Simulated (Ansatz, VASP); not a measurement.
## Two plane-wave programs on SnH5

```xyz
6
Lattice="3.4940 0.0000 0.0000 -1.7470 3.0259 0.0000 0.0000 0.0000 5.6597" Properties=species:S:1:pos:R:3 pbc="T T T"
Sn    0.0000    2.0173    0.0000
H     1.7470    1.0086    3.7939
H     0.0000    2.0173    3.2136
H     1.7470    1.0086    2.8298
H     0.0000    2.0173    2.4461
H     1.7470    1.0086    1.8658
```

Change from the starting cell: species swapped into the CeMg5 type (P-6m2, No. 187).

Alike in both runs: task relaxation of cell and atoms; functional PBE; k mesh 12 × 12 × 8; occupations gaussian, width 0.1 eV; no spin polarisation.

|  | VASP | Ansatz |
| --- | --- | --- |
| version | VASP 6.6.1 | Ansatz 0.2.0 |
| potentials or method | VASP PAW PBE potentials, release 64 (Sn_d, H), cutoff 600 eV | scalar-relativistic, plane waves, PAW |
| valence electrons in the cell | 19 | 19 |

```csv
,VASP,Ansatz,Ansatz less VASP
"gap on the k mesh at the Fermi level, each at its own relaxed structure (eV)",none,none,-
relaxed volume (Å³/atom),9.89,9.92,+0.031
relaxed length of the cell vector where the two differ most in proportion (Å),3.501,3.505,+0.0041
```

A gap of «none» marks a metal or a gap that the smearing closes.
